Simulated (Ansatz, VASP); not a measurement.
**Hg in VASP and in Ansatz**

```
Hg
1.0
    -1.87674    1.87674    1.91684
     1.87674   -1.87674    1.91684
     1.87674    1.87674   -1.91684
Hg
1
Direct
  0.50000 0.50000 0.00000
```

Alike in both runs: task single point; functional LDA; k mesh 10 × 10 × 10; occupations gaussian, width 0.02 eV; no spin polarisation.

```csv
,VASP,Ansatz
version,VASP 6.6.1,Ansatz 0.2.0
potentials or method,"VASP PAW LDA potentials, release 64 (Hg)",Ansatz PAW
plane-wave cutoff (eV),520,420
valence electrons in the cell,12,20
```

Ansatz gave:

| Quantity | Value |
| --- | --- |
| gap on the k mesh at the Fermi level (eV) | none |
| pressure (GPa) | -4.2 |
| traceless stress, the component that is largest in VASP (GPa) | 0.04 |

Task: What did VASP give for the same quantities?

Result: gap on the k mesh at the Fermi level (eV): none; pressure (GPa): -4.0; traceless stress, the component that is largest in VASP (GPa): 0.08.

LDA's correlation is that of Perdew and Zunger in VASP and of Perdew and Wang (1992) in Ansatz. A gap of «none» marks a metal or a gap that the smearing closes. VASP's potentials hold 12 valence electrons a cell and Ansatz's 20, so a difference there can come from the potentials and not from the codes.

Spin-orbit coupling is off throughout.
